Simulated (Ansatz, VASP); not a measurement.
# Two plane-wave programs on AlNi

The input INCAR:

```
SYSTEM = AlNi
PREC = Accurate ; ENCUT = 520
EDIFF = 1E-7 ; ISMEAR = -1
SIGMA = 0.05 ; LREAL = .False.
LASPH = .True. ; NELM = 150
ALGO = Normal ; ISIF = 2
LWAVE = .False. ; LCHARG = .True.
ISPIN = 2 ; MAGMOM = 1 0
LORBIT = 11 ; LMAXMIX = 4
GGA = PS ; LELF = .True.
LVHAR = .True. ; NBANDS = 18
```

The input KPOINTS:

```
regular mesh
0
Gamma
  8 8 7
  0 0 0
```

The input POSCAR:

```
AlNi
1.0
    2.8810000000      0.0000000000      0.0000000000
    0.0000000000      2.8810000000      0.0000000000
    0.0000000000      0.0000000000      2.9962400000
Ni Al
1 1
Direct
    0.5000000000      0.5000000000      0.5000000000
    0.0000000000      0.0000000000      0.0000000000
```

The input input.yaml:

```yaml
crystal:
  lattice:
    - [2.881, 0.0, 0.0]
    - [0.0, 2.881, 0.0]
    - [0.0, 0.0, 2.99624]
  atoms:
    - { symbol: Ni, position: [0.5, 0.5, 0.5], spin: 1.0 }
    - { symbol: Al, position: [0.0, 0.0, 0.0] }
hamiltonian:
  xc: pbesol
  pseudopotentials: { kind: paw }
magnetization:
  spin_polarized: true
kpoints:
  mp_grid: { grid: [8, 8, 7] }
  band_path:
    path:
      - [[0.0, 0.0, 0.0], [0.0, 0.5, 0.0], [0.5, 0.5, 0.0], [0.0, 0.0, 0.0], [0.0, 0.0, 0.5], [0.0, 0.5, 0.5], [0.5, 0.5, 0.5], [0.0, 0.0, 0.5]]
      - [[0.0, 0.5, 0.0], [0.0, 0.5, 0.5]]
      - [[0.5, 0.5, 0.0], [0.5, 0.5, 0.5]]
    npoints: 14
scf:
  occupations: { method: fermi_dirac, width: 0.05 }
  n_extra_bands: 6
output:
  forces: true
  stress: true
  eigenvalues: true
  fatbands: false
```

Alike in both runs: functional PBEsol; k mesh 8 × 8 × 7; occupations fermi-dirac, width 0.05 eV; collinear spin.

|  | VASP | Ansatz |
| --- | --- | --- |
| version | VASP 6.6.1 | Ansatz 0.2.0 |
| potentials or method | VASP PAW PBE potentials, release 64 (Ni, Al) | Ansatz PAW |
| plane-wave cutoff (eV) | 520 | 420 |
| valence electrons in the cell | 13 | 21 |
| task | single point | band structure |

|  | VASP | Ansatz | Ansatz less VASP |
| --- | --- | --- | --- |
| gap on the k mesh at the Fermi level (eV) | none | none | - |
| pressure (GPa) | -8.7 | -8.8 | -0.14 |
| traceless stress, the component that is largest in VASP (GPa) | -3.47 | -3.39 | +0.080 |
| net moment per atom (μB) | 0.00 | 0.00 | 0.000 |

VASP's potentials were made for PBE, not for PBEsol. A gap of «none» marks a metal or a gap that the smearing closes. VASP's potentials hold 13 valence electrons a cell and Ansatz's 21, so a difference there can come from the potentials and not from the codes.
